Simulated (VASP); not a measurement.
Crystal: Au.

```
Au
1.0
     2.83414    0.00000    0.00000
    -0.01304    2.83886    0.00000
    -1.14543   -1.19326    4.95662
Au
2
Direct
  0.67286 0.66596 0.27405
  0.32714 0.33404 0.72594
```

This cell differs from its parent crystal: volume scaled by 1.02.

Base run:

```yaml
Program: VASP 6.6.1
Functional: LDA
Potentials_or_basis: VASP PAW LDA potentials, release 64 (Au)
Cutoff: 520 eV
k_mesh: 10 × 10 × 6
Occupations: fermi-dirac, width 0.05 eV
Spin: no spin polarisation
```

Its results: band gap on the k mesh zero (band 11 reaches 10.03 eV, above the bottom of band 12 at 5.07 eV); pressure -13.2 GPa; largest force 0.175 eV/Å.

Problem. The run is repeated on the same cell with these changes: functional from LDA to PBEsol; potentials or basis from VASP PAW LDA potentials, release 64 (Au) to VASP PAW PBE potentials, release 64 (Au). What comes out?

Solution. Band gap on the k mesh zero (band 11 reaches 10.07 eV, above the bottom of band 12 at 5.11 eV); pressure -10.0 GPa; largest force 0.148 eV/Å.

Caveats: spin-orbit coupling is left out, which moves the levels of the heavy elements; the PAW data sets were made with another functional, which shifts forces and pressure a little (some runs).
